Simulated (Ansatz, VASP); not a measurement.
**One calculation of ZnTe3P2Pt, two programs**

The input INCAR:

```
SYSTEM = ZnTe3P2Pt
PREC = Accurate
ENCUT = 600
EDIFF = 1E-6
ISMEAR = 0
SIGMA = 0.2
LREAL = .FALSE.
LASPH = .TRUE.
NELM = 80
ALGO = Fast
ISIF = 3
LWAVE = .FALSE.
LCHARG = .FALSE.
GGA = PE
IBRION = 2
NSW = 36
EDIFFG = -0.08
```

KPOINTS

```
regular mesh
0
G
  3 3 3
  0 0 0
```

The input POSCAR:

```
ZnTe3P2Pt
1.0
    5.0868477700      0.0000000000      0.0000000000
    0.0000000000      5.0868477700      0.0000000000
    0.0000000000      0.0000000000      6.4258969300
Zn Te P Pt
1 3 2 1
Direct
    0.0000000000      0.0000000000      0.5000000000
    0.0000000000      0.5000000000      0.0000000000
    0.5000000000      0.0000000000      0.0000000000
    0.0000000000      0.0000000000      0.0000000000
    0.0000000000      0.5000000000      0.5000000000
    0.5000000000      0.0000000000      0.5000000000
    0.5000000000      0.5000000000      0.0000000000
```

Input for Ansatz:

```yaml
crystal:
  lattice:
    - [5.08684777, 0.0, 0.0]
    - [0.0, 5.08684777, 0.0]
    - [0.0, 0.0, 6.42589693]
  atoms:
    - { symbol: Zn, position: [0.0, 0.0, 0.5] }
    - { symbol: Te, position: [0.0, 0.5, 0.0] }
    - { symbol: Te, position: [0.5, 0.0, 0.0] }
    - { symbol: Te, position: [0.0, 0.0, 0.0] }
    - { symbol: P, position: [0.0, 0.5, 0.5] }
    - { symbol: P, position: [0.5, 0.0, 0.5] }
    - { symbol: Pt, position: [0.5, 0.5, 0.0] }
basis:
  ecutwfc: 420
kpoints:
  mp_grid: { grid: [3, 3, 3] }
hamiltonian:
  xc: pbe
scf:
  occupations: { method: gaussian, width: 0.2 }
  lower_state_search: "off"
output:
  forces: true
  stress: true
  eigenvalues: true
relax:
  adjacent_minimum: "off"
  f_tol: 0.08
  max_steps: 16
  cell: { stress_tol: 0.8 }
```

Alike in both runs: task relaxation of cell and atoms; functional PBE; k mesh 3 × 3 × 3; occupations gaussian, width 0.2 eV; no spin polarisation.

|  | VASP | Ansatz |
| --- | --- | --- |
| version | VASP 6.6.1 | Ansatz 0.2.0 |
| potentials or method | VASP PAW PBE potentials, release 64 (Zn, Te, P, Pt), cutoff 600 eV | scalar-relativistic, plane waves, PAW |
| valence electrons in the cell | 50 | 88 |

```tsv
	VASP	Ansatz	Ansatz less VASP
gap on the k mesh at the Fermi level, each at its own relaxed structure (eV)	none	none	-
relaxed volume (Å³/atom)	24.97	24.97	-0.006
relaxed length of the cell vector where the two differ most in proportion (Å)	5.488	5.497	+0.0095
```

A gap of «none» marks a metal or a gap that the smearing closes. VASP's potentials hold 50 valence electrons a cell and Ansatz's 88, so a difference there can come from the potentials and not from the codes.

The k mesh is coarse, so the values compare programs but aren't converged. Neither program's run includes spin-orbit coupling.
